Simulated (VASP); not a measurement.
# AlN (I-4m2) in VASP: notebook

Runs on AlN. Level: PBE. Tasks: single point.

Everything below comes from runs of VASP 6.6.1. Logs are shortened: lines on timing, memory, paths and dates and some standing lists are left out, and cuts for length are marked.

## (1) The cell of the first run

It takes space group I-4m2 (No. 119, tetragonal). The conventional cell has a = 3.090 Å, b = 3.090 Å, c = 4.239 Å, α = 90.00°, β = 90.00°, γ = 90.00°. Within 2.5 Å of Al (site symmetry -4m2) lie 4 N at 1.87 Å. N (site symmetry -4m2) has 4 Al at 1.87 Å within 2.5 Å.

## (2) Single point, PBE (uniaxial z strain -3.0%)

Input file INCAR:

```
PREC     = Accurate       # precision mode
ENCUT    = 520            # plane-wave cutoff, eV
EDIFF    = 1E-6           # SCF threshold, eV
ISMEAR   = -1             # smearing method
SIGMA    = 0.02           # smearing width, eV
LREAL    = F              # projectors in reciprocal space
LASPH    = T              # aspherical terms in the spheres
NELM     = 60             # most SCF steps
ALGO     = Normal         # electronic algorithm
ISIF     = 2              # what is computed and relaxed
LWAVE    = F              # write WAVECAR
LCHARG   = F              # write CHGCAR
GGA      = PE             # functional
NBANDS   = 11             # bands
```

Input file KPOINTS:

```
Automatic mesh
0
Gamma
  10 10 10
```

Input file POSCAR:

```
AlN
1.0
    0.0000000000      2.1848764125      2.1193301201
    2.1848764125      0.0000000000      2.1193301201
    2.1848764125      2.1848764125      0.0000000000
Al N
1 1
Direct
    0.0000000000      0.0000000000      0.0000000000
    0.2500000000      0.2500000000      0.2500000000
```

Potentials or basis: VASP PAW PBE potentials, release 64 (Al, N).

Started as:

```sh
cat potpaw_PBE.64/Al/POTCAR potpaw_PBE.64/N/POTCAR > POTCAR
mpirun -np 1 vasp_std > vasp.out
```

OUTCAR:

```text
PREC = Accurate
   ENCUT = 520
   EDIFF = 1E-6
   ISMEAR = -1
   LREAL = F
   LASPH = T
   NELM = 60
   ISIF = 2
   GGA = PE

 ion  position               nearest neighbor table
   1  0.000  0.000  0.000-   2 1.87   2 1.87   2 1.87   2 1.87
   2  0.250  0.250  0.250-   1 1.87   1 1.87   1 1.87   1 1.87

  LATTYP: Found a body centered tetragonal cell.
 ALAT       =     3.0898818547
 C/A-ratio  =     1.3717871555

  Lattice vectors:

 A1 = (   0.0000000000,  -2.1848764125,  -2.1193301201)
 A2 = (   0.0000000000,   2.1848764125,  -2.1193301201)
 A3 = (   2.1848764125,   0.0000000000,   2.1193301201)

Analysis of symmetry for initial positions (statically):
=====================================================================
 Subroutine PRICEL returns:
 Original cell was already a primitive cell.

 Routine SETGRP: Setting up the symmetry group for a
 body centered tetragonal supercell.

 Subroutine GETGRP returns: Found  8 space group operations
 (whereof  8 operations were pure point group operations)
 out of a pool of 16 trial point group operations.

The static configuration has the point symmetry D_2d.

Analysis of symmetry for dynamics (positions and initial velocities):
=====================================================================
 Subroutine PRICEL returns:
 Original cell was already a primitive cell.

 Routine SETGRP: Setting up the symmetry group for a
 body centered tetragonal supercell.

 Subroutine GETGRP returns: Found  8 space group operations
 (whereof  8 operations were pure point group operations)
 out of a pool of 16 trial point group operations.

The dynamic configuration has the point symmetry D_2d.

 Subroutine INISYM returns: Found  8 space group operations
 (whereof  8 operations are pure point group operations),
 and found     1 'primitive' translations

----------------------------------------------------------------------------------------

                                     Primitive cell

  volume of cell :      20.2340

  direct lattice vectors                    reciprocal lattice vectors
     0.000000000  2.184876412  2.119330120    -0.228845896  0.228845896  0.235923604
     2.184876412  0.000000000  2.119330120     0.228845896 -0.228845896  0.235923604
     2.184876412  2.184876412  0.000000000     0.228845896  0.228845896 -0.235923604

  length of vectors
     3.043886512  3.043886512  3.089881855     0.400500730  0.400500730  0.400500730

  position of ions in fractional coordinates (direct lattice)
     0.000000000  0.000000000  0.000000000
     0.250000000  0.250000000  0.250000000

  ion indices of the primitive-cell ions
   primitive index   ion index
                 1           1
                 2           2

----------------------------------------------------------------------------------------

 KPOINTS: Automatic mesh

Automatic generation of k-mesh.
 Grid dimensions read from file:
 generate k-points for:   10   10   10

 Generating k-lattice:

  Cartesian coordinates                     Fractional coordinates (reciprocal lattice)
    -0.022884590  0.022884590  0.023592360     0.100000000  0.000000000  0.000000000
     0.022884590 -0.022884590  0.023592360     0.000000000  0.100000000  0.000000000
     0.022884590  0.022884590 -0.023592360    -0.000000000 -0.000000000  0.100000000

  Length of vectors
     0.040050073  0.040050073  0.040050073

  Shift w.r.t. Gamma in fractional coordinates (k-lattice)
     0.000000000  0.000000000  0.000000000

 Subroutine IBZKPT returns following result:
 ===========================================

 Found    102 irreducible k-points:

 Following reciprocal coordinates:
            Coordinates               Weight
  0.000000  0.000000  0.000000      1.000000
  0.100000  0.000000  0.000000      8.000000
  0.200000  0.000000  0.000000      8.000000
  0.300000  0.000000  0.000000      8.000000
  0.400000 -0.000000  0.000000      8.000000
  0.500000  0.000000  0.000000      4.000000
[... 16 lines left out ...]
  0.300000  0.300000  0.000000      2.000000
  0.400000  0.300000  0.000000      8.000000
 [... further k-points ...]
   k-points           NKPTS =    102   k-points in BZ     NKDIM =    102   number of bands    NBANDS=     11
   number of dos      NEDOS =    301   number of ions     NIONS =      2
   total plane-waves  NPLWV =  13824
   dimension x,y,z NGX =    24 NGY =   24 NGZ =   24
   dimension x,y,z NGXF=    48 NGYF=   48 NGZF=   48
   ions per type =               1   1
   NGX,Y,Z   is equivalent  to a cutoff of  13.11, 13.11, 12.91 a.u.
   NGXF,Y,Z  is equivalent  to a cutoff of  26.22, 26.22, 25.83 a.u.
 SYSTEM =  unknown system
   PREC   = accura    normal or accurate (medium, high low for compatibility)
   ISTART =      0    job   : 0-new  1-cont  2-samecut
   ICHARG =      2    charge: 1-file 2-atom 10-const
   ISPIN  =      1    spin polarized calculation?
   LNONCOLLINEAR =      F non collinear calculations
   LSORBIT =      F    spin-orbit coupling
   LASPH  =      T    aspherical Exc in radial PAW
   ENCUT  =  520.0 eV  38.22 Ry    6.18 a.u.   5.66  5.66  5.75*2*pi/ulx,y,z
   NELM   =     60;   NELMIN=  2; NELMDL= -5     # of ELM steps
   EDIFF  = 0.1E-05   stopping-criterion for ELM
   LREAL  =      F    real-space projection
[... 7 lines left out ...]
   TEBEG  =    0.0;   TEEND  =   0.0 temperature during run
   PSTRESS=    0.0 pullay stress
   NELECT =       8.0000    total number of electrons
   NUPDOWN=      -1.0000    fix difference up-down
   EMIN   =  10.00;   EMAX   =-10.00  energy-range for DOS
   EFERMI =   0.00;   METHOD = LEGACY
   ISMEAR =    -1;   SIGMA  =   0.02  broadening in eV -4-tet -1-fermi 0-gaus
   EFERMI_NEDOS =   21; number of points for ismear=-14 and -15
   IALGO  =     38    algorithm
   IMIX   =      4    mixing-type and parameters
     AMIX     =   0.40;   BMIX     =  1.00
     AMIX_MAG =   1.60;   BMIX_MAG =  1.00
  volume/ion in A,a.u.               =      10.12        68.27
  Fermi-wavevector in a.u.,A,eV,Ry     =   1.201556  2.270612 19.643234  1.443737
  Thomas-Fermi vector in A             =   2.337362
   LORBIT       =      0    0 simple, 1 ext, 2 COOP (PROOUT), +10 PAW based schemes
   GGA     = PE    functional components
   LHFCALC =     F    Hartree Fock is set to
   AEXX    =    0.0000 exact exchange contribution
   IVDW    =     0    specifies the selected vdW correction
   LEPSILON=     F    determine dielectric tensor
   LRPA    =     F    only Hartree local field effects (RPA)
 non-spin polarized calculation
  energy-cutoff  :      520.00
  volume of cell :       20.23
 maximum number of plane-waves:       558
   NGX = 11   NGY = 11   NGZ = 11

 number of electron       7.9999999 magnetization

 Free energy of the ion-electron system (eV)
  ---------------------------------------------------
  ext. energy  EPLUGINS =         0.00000000
  ---------------------------------------------------
  free energy    TOTEN  =       -14.80627409 eV

  energy without entropy =      -14.80627409  energy(sigma->0) =      -14.80627409

 E-fermi :   6.7047     XC(G=0): -11.0628

 val. band max:        6.3338384518   @ k =   0.0000   0.0000   0.0000
 cond. band min:       9.4970073685   @ k =   0.5000   0.5000   0.0000
 fundamental gap:      3.1631689168
 Fermi energy:         6.7047263920

 k-point     1 :       0.0000    0.0000    0.0000
  band No.  band energies     occupation
      1      -8.9010      2.00000
      2       6.2133      2.00000
      3       6.2133      2.00000
      4       6.3338      2.00000
      5      10.7061      0.00000
      6      19.0855      0.00000
      7      19.1187      0.00000
      8      19.1187      0.00000
      9      23.6745      0.00000
     10      24.6000      0.00000
     11      25.2561      0.00000

 k-point     2 :       0.1000    0.0000    0.0000
  band No.  band energies     occupation
      1      -8.7494      2.00000
      2       5.4391      2.00000
      3       6.1519      2.00000
      4       6.2527      2.00000
      5      11.3597      0.00000
      6      18.6957      0.00000
      7      19.2228      0.00000
      8      19.2735      0.00000
      9      22.5251      0.00000
     10      23.1573      0.00000
     11      24.9690      0.00000

 k-point     3 :       0.2000    0.0000    0.0000
  band No.  band energies     occupation
      1      -8.3173      2.00000
      2       3.8123      2.00000
      3       5.9989      2.00000
      4       6.1433      2.00000
      5      12.4829      0.00000
      6      17.8585      0.00000
      7      18.9644      0.00000
      8      19.3419      0.00000
      9      22.2517      0.00000
     10      22.4591      0.00000
     11      24.0878      0.00000

 k-point     4 :       0.3000    0.0000    0.0000
  band No.  band energies     occupation
      1      -7.6874      2.00000
      2       2.1272      2.00000
      3       5.8235      2.00000
      4       6.0203      2.00000
      5      13.3224      0.00000
      6      17.0638      0.00000
      7      18.1612      0.00000
      8      18.7686      0.00000
      9      23.3094      0.00000
     10      23.5409      0.00000
     11      24.0048      0.00000

 k-point     5 :       0.4000   -0.0000    0.0000
  band No.  band energies     occupation
      1      -7.0531      2.00000
      2       0.8026      2.00000
      3       5.6911      2.00000
      4       5.9279      2.00000
      5      13.7425      0.00000
      6      16.5188      0.00000
      7      17.5248      0.00000
      8      18.1596      0.00000
      9      24.2126      0.00000
     10      25.3728      0.00000
     11      25.4997      0.00000
[... 211 lines left out ...]
 k-point    21 :      -0.3000    0.2000    0.0000
  band No.  band energies     occupation
      1      -6.9104      2.00000
      2       1.6283      2.00000
      3       4.1490      2.00000
      4       5.5936      2.00000
      5      14.1811      0.00000
      6      15.4188      0.00000
      7      18.5517      0.00000
      8      18.6482      0.00000
      9      22.9457      0.00000
     10      25.1139      0.00000
     11      28.3497      0.00000

 k-point    22 :      -0.2000    0.2000    0.0000
  band No.  band energies     occupation
      1      -7.5017      2.00000
      2       2.5092      2.00000
      3       4.6357      2.00000
      4       5.8863      2.00000
      5      14.0135      0.00000
      6      16.1789      0.00000
      7      18.2216      0.00000
      8      18.7310      0.00000
      9      21.4834      0.00000
     10      24.8809      0.00000
     11      28.6728      0.00000

 k-point    23 :       0.3000    0.3000    0.0000
  band No.  band energies     occupation
      1      -7.2375      2.00000
      2       2.7878      2.00000
      3       4.8598      2.00000
      4       4.8598      2.00000
      5      11.7569      0.00000
      6      15.9020      0.00000
      7      18.8663      0.00000
      8      20.9267      0.00000
      9      20.9267      0.00000
     10      26.5526      0.00000
     11      30.3425      0.00000

 k-point    24 :       0.4000    0.3000    0.0000
  band No.  band energies     occupation
      1      -6.7448      2.00000
      2       2.1312      2.00000
      3       4.4391      2.00000
      4       4.6777      2.00000
      5      11.2381      0.00000
      6      15.7018      0.00000
      7      19.1811      0.00000
      8      20.9687      0.00000
      9      21.5828      0.00000
     10      27.6600      0.00000
     11      30.3164      0.00000

 [... further k-points ...]
[... 5 lines left out ...]
  --------------------------------------------------------------------------------------
  -------------------------------------------------------------------------------------
  Total        1.2499660      1.2499660      1.6877098      0.0000000      0.0000000      0.0000000
  in kB       98.9752111     98.9752111    133.6367787      0.0000000      0.0000000      0.0000000
  external PRESSURE =     110.5290669 kB  Pullay stress =       0.0000000 kB

 VOLUME and BASIS-vectors are now :
 -----------------------------------------------------------------------------
  energy-cutoff  :      520.00
  volume of cell :       20.23
      direct lattice vectors                 reciprocal lattice vectors
     0.000000000  2.184876412  2.119330120    -0.228845896  0.228845896  0.235923604
     2.184876412  0.000000000  2.119330120     0.228845896 -0.228845896  0.235923604
     2.184876412  2.184876412  0.000000000     0.228845896  0.228845896 -0.235923604

 POSITION                                       TOTAL-FORCE (eV/Angst)
 -----------------------------------------------------------------------------------
      0.00000      0.00000      0.00000        -0.000000     -0.000000     -0.000000
      1.09244      1.09244      1.05967         0.000000      0.000000      0.000000
 -----------------------------------------------------------------------------------
    total drift:                                0.000000      0.000000     -0.000000

  FREE ENERGIE OF THE ION-ELECTRON SYSTEM (eV)
  ---------------------------------------------------
  free  energy   TOTEN  =       -14.8062740886 eV

  energy  without entropy=      -14.8062740886  energy(sigma->0) =      -14.80627409
```

It took 18 s on 1 thread of AMD EPYC 7R43 (Zen 3), shared host; peak memory 0.11 GiB.

What came out:

| Quantity | Value |
| --- | --- |
| Free energy | -14.8063 eV |
| Pressure | 11.1 GPa |
| Band gap on the k mesh | 3.16 eV, indirect (least direct gap 4.37 eV) |

Stress tensor (GPa, compression positive):
```
 9.90  0.00  0.00
 0.00  9.90  0.00
 0.00  0.00 13.36
```

Levels at points of the mesh, in eV from the valence-band top:
```csv
k point,band 1,band 2,band 3,band 4,band 5,band 6,band 7,band 8
"(0.00, 0.00, 0.00)",-15.23,-0.12,-0.12,0.00,4.37,12.75,12.78,12.78
"(0.50, 0.00, 0.00)",-13.10,-6.06,-0.69,-0.44,7.53,9.99,10.96,11.59
"(0.50, 0.50, 0.00)",-12.34,-4.88,-2.06,-2.06,3.16,8.40,14.64,15.85
"(0.50, 0.00, 0.50)",-12.48,-5.17,-1.80,-1.80,3.30,8.87,14.08,15.64
```

Caveat: the cell differs from its parent crystal (uniaxial z strain -3.0%). A k mesh can miss the band edges.

## (3) Single point, PBE (uniaxial z strain -2.0%)

Changes to INCAR since step 2:

```diff
@@ -2,3 +2,3 @@
 ENCUT    = 520            # plane-wave cutoff, eV
-EDIFF    = 1E-6           # SCF threshold, eV
+EDIFF    = 1E-7           # SCF threshold, eV
 ISMEAR   = -1             # smearing method
```

KPOINTS is that of step 2.

Input file POSCAR:

```
AlN
1.0
    0.0000000000      2.1848764125      2.1411788842
    2.1848764125      0.0000000000      2.1411788842
    2.1848764125      2.1848764125      0.0000000000
Al N
1 1
Direct
    0.0000000000      0.0000000000      0.0000000000
    0.2500000000      0.2500000000      0.2500000000
```

Potentials or basis: VASP PAW PBE potentials, release 64 (Al, N).

Started as:

```sh
cat potpaw_PBE.64/Al/POTCAR potpaw_PBE.64/N/POTCAR > POTCAR
mpirun -np 1 vasp_std > vasp.out
```

Run time: 18 s. Hardware: 1 thread of AMD EPYC 7R43 (Zen 3), shared host; peak memory 0.11 GiB.

It converged, with:

```
Free energy            : -14.8218 eV
Pressure               : 8.7 GPa
Band gap on the k mesh : 3.21 eV, indirect (least direct gap 4.31 eV)
```

Stress tensor (GPa, compression positive):
```
 7.92  0.00  0.00
 0.00  7.92  0.00
 0.00  0.00 10.33
```

Levels at points of the mesh, in eV from the valence-band top:
```
           k point  band 2  band 3  band 4  band 5  band 6  band 7
(0.00, 0.00, 0.00)   -0.08   -0.08    0.00    4.31   12.68   12.70
(0.50, 0.00, 0.00)   -5.99   -0.62   -0.45    7.48    9.94   11.02
(0.50, 0.50, 0.00)   -4.89   -1.96   -1.96    3.21    8.47   14.40
(0.50, 0.00, 0.50)   -5.08   -1.79   -1.79    3.31    8.78   14.04
```

Caveat: the cell differs from its parent crystal (uniaxial z strain -2.0%). A k mesh can miss the band edges.

## (4) Single point, PBE (uniaxial z strain -1.0%)

Input file INCAR:

```
SYSTEM = AlN
ALGO     = Normal         ! electronic algorithm
EDIFF    = 1E-6           ! SCF threshold, eV
ENCUT    = 520            ! plane-wave cutoff, eV
GGA      = PE             ! functional
ISIF     = 2              ! what is computed and relaxed
ISMEAR   = -1             ! smearing method
LASPH    = .True.         ! aspherical terms in the spheres
LCHARG   = .False.        ! write CHGCAR
LREAL    = .False.        ! projectors in reciprocal space
LWAVE    = .False.        ! write WAVECAR
NBANDS   = 11             ! bands
NELM     = 100            ! most SCF steps
PREC     = Accurate       ! precision mode
SIGMA    = 0.02           ! smearing width, eV
```

Input file KPOINTS:

```
k-points
0
Gamma
  10 10 10
  0 0 0
```

Input file POSCAR:

```
AlN
1.0
    0.0000000000      2.1848764125      2.1630276483
    2.1848764125      0.0000000000      2.1630276483
    2.1848764125      2.1848764125      0.0000000000
Al N
1 1
Direct
    0.0000000000      0.0000000000      0.0000000000
    0.2500000000      0.2500000000      0.2500000000
```

Started as:

```sh
cat potpaw_PBE.64/Al/POTCAR potpaw_PBE.64/N/POTCAR > POTCAR
mpirun -np 1 vasp_std > vasp.out
```

It took 17 s on 1 thread of AMD EPYC 7R43 (Zen 3), shared host; peak memory 0.11 GiB.

It converged, with:

```
Free energy            : -14.8335 eV
Pressure               : 6.5 GPa
Band gap on the k mesh : 3.26 eV, indirect (least direct gap 4.25 eV)
```

Stress tensor (GPa, compression positive):
```
6.06 0.00 0.00
0.00 6.06 0.00
0.00 0.00 7.32
```

Levels at points of the mesh, in eV from the valence-band top:
| k point | band 1 | band 2 | band 3 | band 4 | band 5 | band 6 | band 7 | band 8 | band 9 |
| --- | --- | --- | --- | --- | --- | --- | --- | --- | --- |
| (0.00, 0.00, 0.00) | -15.06 | -0.04 | -0.04 | 0.00 | 4.25 | 12.61 | 12.62 | 12.62 | 17.57 |
| (0.50, 0.00, 0.00) | -12.99 | -5.92 | -0.55 | -0.47 | 7.43 | 9.90 | 11.08 | 11.27 | 18.07 |
| (0.50, 0.50, 0.00) | -12.31 | -4.89 | -1.87 | -1.87 | 3.26 | 8.54 | 14.17 | 15.76 | 15.76 |
| (0.50, 0.00, 0.50) | -12.36 | -4.99 | -1.78 | -1.78 | 3.31 | 8.69 | 13.99 | 15.69 | 15.99 |

Caveat: the cell differs from its parent crystal (uniaxial z strain -1.0%). A k mesh can miss the band edges.

## (5) Summary

```csv
cell,gap on the mesh (eV),pressure (GPa)
"a = 3.044, b = 3.044, c = 3.090 Å, angles 59.5, 59.5, 61.0°, 2 atoms",3.16,11.1
"a = 3.059, b = 3.059, c = 3.090 Å, angles 59.7, 59.7, 60.7°, 2 atoms",3.21,8.7
"a = 3.074, b = 3.074, c = 3.090 Å, angles 59.8, 59.8, 60.3°, 2 atoms",3.26,6.5
```

Alike in all rows: task single point; level PBE; potentials or basis VASP PAW PBE potentials, release 64 (Al, N); no spin polarisation; k mesh 10 × 10 × 10; cutoff (eV) 520; smearing fermi-dirac 0.02 eV.

Total energies depend on the potentials used, so only differences within one code and one set of settings carry meaning.
